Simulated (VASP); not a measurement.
InP, 54 atoms in the cell. It takes space group F-43m (No. 216, cubic). Conventional cell: a = 5.861 Å, b = 5.861 Å, c = 5.861 Å, α = 90.00°, β = 90.00°, γ = 90.00°. In (site symmetry -43m) has 4 P at 2.54 Å within 3.3 Å. P (site symmetry -43m) has 4 In at 2.54 Å within 3.3 Å. 

| Property | Result |
| --- | --- |
| Program | VASP 6.6.1 |
| Task | single point |
| Functional | PBE |
| Potentials or basis | VASP PAW PBE potentials, release 64 (In_d, P) |
| Cutoff | 520 eV |
| k mesh | 1 × 1 × 1 |
| Occupations | gaussian, width 0.05 eV |
| Spin | no spin polarisation |
| Dipole correction | no |
| Further INCAR settings | LREAL = Auto; ALGO = Normal; EDIFF = 1e-07; NBANDS = 276 |

Potentials or basis: VASP PAW PBE potentials, release 64 (In_d, P).

The run is started by

```sh
$ cat potpaw_PBE.64/In_d/POTCAR potpaw_PBE.64/P/POTCAR > POTCAR
$ mpirun -np 1 vasp_gam > vasp.out
```

Hardware: 1 thread of AMD EPYC 7R13 Processor (Zen 3) (shared host).

Problem. How long does it take, and how much memory?

Solution. Run time: 19 min on 1 thread of AMD EPYC 7R13 Processor (Zen 3) (shared host), peak memory 1.5 GiB. Counts: scf iterations 19, k points 1.
